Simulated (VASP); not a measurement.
A run of VASP 6.6.1 is set up as follows.

INCAR

```
SYSTEM = ScAl3
  PREC = Accurate
  ENCUT = 600
  EDIFF = 1E-6
  ISMEAR = -1
  SIGMA = 0.1
  LREAL = .FALSE.
  LASPH = .TRUE.
  NELM = 80
  ALGO = Normal
  ISIF = 3
  LWAVE = .FALSE.
  LCHARG = .FALSE.
  GGA = PE
  IVDW = 12
  IBRION = 2
  NSW = 60
  EDIFFG = -0.01
```

The input KPOINTS:

```
Automatic mesh
0
G
  6 6 6
  0 0 0
```

The input POSCAR:

```
ScAl3
1.0
    4.0878070000      0.0000000000      0.0000000000
    0.0000000000      4.0878070000      0.0000000000
    0.0000000000      0.0000000000      4.0878070000
Sc Al
1 3
Direct
    0.0000000000      0.0000000000      0.0000000000
    0.5000000000      0.0000000000      0.5000000000
    0.0000000000      0.5000000000      0.5000000000
    0.5000000000      0.5000000000      0.0000000000
```

Potentials or basis: VASP PAW PBE potentials, release 64 (Sc_sv, Al).

Command:

```sh
$ cat potpaw_PBE.64/Sc_sv/POTCAR potpaw_PBE.64/Al/POTCAR > POTCAR
$ mpirun -np 1 vasp_std > vasp.out
```

(1) What does it give for the space group after relaxing (to 0.05 Å)?

(2) Predict the band gap on the k mesh.

## Answers

(1) Pm-3m (No. 221).

(2) zero (band 10 reaches 8.55 eV, above the bottom of band 11 at 4.54 eV).
